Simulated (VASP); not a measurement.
A run of VASP 6.6.1:

File INCAR:

```
PREC     = Accurate       # precision mode
ENCUT    = 520            # plane-wave cutoff, eV
EDIFF    = 1E-6           # SCF threshold, eV
ISMEAR   = -1             # smearing method
SIGMA    = 0.05           # smearing width, eV
LREAL    = False          # projectors in reciprocal space
LASPH    = True           # aspherical terms in the spheres
NELM     = 150            # most SCF steps
ALGO     = Normal         # electronic algorithm
ISIF     = 2              # what is computed and relaxed
LWAVE    = False          # write WAVECAR
LCHARG   = False          # write CHGCAR
ISPIN    = 2              # spin polarisation
MAGMOM   = 0.5 0.5        # initial moments
LORBIT   = 11             # projections on sites
NUPDOWN  = 1.0            # fixed moment
LMAXMIX  = 4              # l up to which the mixer works
GGA      = CA             # functional
NBANDS   = 22             # bands
```

File KPOINTS:

```
Automatic mesh
0
Gamma
  11 11 6
```

POSCAR

```
Ta
1.0
    2.9003720726      0.0000000000      0.0000000000
   -1.4501860363      2.5117958953      0.0000000000
    0.0000000000      0.0000000000      5.1662740000
Ta
2
Direct
    0.6666666667      0.3333333333      0.7500000000
    0.3333333333      0.6666666667      0.2500000000
```

Potentials or basis: VASP PAW LDA potentials, release 64 (Ta_pv).

Launch:

```console
$ cat potpaw_LDA.64/Ta_pv/POTCAR > POTCAR
$ mpirun -np 1 vasp_std > vasp.out
```

Hardware: 1 thread of AMD EPYC 7R13 (shared host).

Problem. Estimate the wall time of this run.

Solution. Run time: 2.9 min on 1 thread of AMD EPYC 7R13 (shared host), peak memory 0.17 GiB. Counts: scf iterations 13, k points 64.
